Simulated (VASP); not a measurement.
A run of VASP 6.6.1 is set up as follows.

Contents of INCAR:

```
PREC = Accurate
ENCUT = 520
EDIFF = 1E-7
ISMEAR = 0
SIGMA = 0.01
LREAL = False
LASPH = True
NELM = 100
ALGO = Normal
ISIF = 2
LWAVE = False
LCHARG = False
NBANDS = 9
```

Contents of KPOINTS:

```
Automatic mesh
0
Gamma
  6 6 6
```

The input POSCAR:

```
LiH
1.0
    2.5016587116      0.0000000000      0.0000000000
    0.0000000000      2.5016587116      0.0000000000
    0.0000000000      0.0000000000      2.5016587116
Li H
1 1
Direct
    0.0000000000      0.0000000000      0.0000000000
    0.5000000000      0.5000000000      0.5000000000
```

Potentials or basis: VASP PAW LDA potentials, release 64 (Li_sv, H).

The run is started by

```console
$ cat potpaw_LDA.64/Li_sv/POTCAR potpaw_LDA.64/H/POTCAR > POTCAR
$ mpirun -np 1 vasp_std > vasp.out
```

Problem. Predict the band gap on the k mesh.

Solution. 0.36 eV, indirect (least direct gap 3.83 eV).

 A k mesh can miss the band edges.
